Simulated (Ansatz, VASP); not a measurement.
NaF in VASP and in Ansatz

```
Na F
1.0
     0.00000    2.32000    2.32000
     2.32000    0.00000    2.32000
     2.32000    2.32000    0.00000
Na F
1 1
Direct
  0.00000 0.00000 0.00000
  0.50000 0.50000 0.50000
```

Alike in both runs: task single point; functional PBE-based screened hybrid with a share of 0.15 of exact exchange and HFSCREEN = 0.2078699; k mesh 6 × 6 × 6; occupations fermi-dirac, width 0.05 eV; no spin polarisation.

```csv
,VASP,Ansatz
version,VASP 6.6.1,Ansatz 0.2.0
potentials or method,"VASP PAW PBE potentials, release 64 (Na_pv, F)",Ansatz PAW
plane-wave cutoff (eV),520,420
valence electrons in the cell,14,16
```

```tsv
	VASP	Ansatz	Ansatz less VASP
gap on the k mesh at the Fermi level (eV)	7.56	7.58	+0.024
least direct gap on the mesh (eV)	7.56	7.58	+0.024
pressure (GPa)	0.7	0.7	-0.02
```

VASP's potentials were made for PBE, not for PBE-based screened hybrid. The functional is the same, so the differences come from potentials, cutoffs and numerics. VASP's potentials hold 14 valence electrons a cell and Ansatz's 16, so a difference there can come from the potentials and not from the codes.
